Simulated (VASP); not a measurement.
Set up this calculation in VASP 6.6.1, as the native input.

| Quantity | Value |
| --- | --- |
| Task | single point |
| Functional | PBE |
| Potentials or basis | VASP PAW PBE potentials, release 64 (Cd, S) |
| Cutoff | 500 eV |
| k mesh | 4 × 4 × 4 |
| Occupations | gaussian, width 0.01 eV |
| Spin | no spin polarisation |
| Dipole correction | no |
| Further INCAR settings | ALGO = Normal; EDIFF = 1e-06; NBANDS = 16 |

The structure of CdS (gw.c) lies in POSCAR:

```
CdS
1.0
    0.0000000000      2.9632110598      2.9632110598
    2.9632110598      0.0000000000      2.9632110598
    2.9632110598      2.9632110598      0.0000000000
Cd S
1 1
Direct
    0.0000000000      0.0000000000      0.0000000000
    0.2500000000      0.2500000000      0.2500000000
```

The input as run:

INCAR

```
ALGO = Normal
EDIFF = 1E-6
ENCUT = 500
GGA = PE
GGA_COMPAT = F
ISIF = 2
ISMEAR = 0
LASPH = T
LCHARG = F
LREAL = F
LWAVE = F
NBANDS = 16
NELM = 120
PREC = Accurate
SIGMA = 0.01
```

KPOINTS

```
k-points
0
Gamma
  4 4 4
```

Potentials or basis: VASP PAW PBE potentials, release 64 (Cd, S).

Run with:

```sh
$ cat potpaw_PBE.64/Cd/POTCAR potpaw_PBE.64/S/POTCAR > POTCAR
$ mpirun -np 1 vasp_std > vasp.out
```

It gave:

| Quantity | Value |
| --- | --- |
| Pressure | 0.4 GPa |
| Band gap on the k mesh | 1.03 eV, direct |

Caveat: the k points lie up to 0.46 Å⁻¹ apart.

Wall time 13 s on 1 thread of Intel(R) Xeon(R) Platinum 8259CL CPU @ 2.50GHz (Skylake/Cascade Lake) (shared host), peak memory 0.17 GiB.
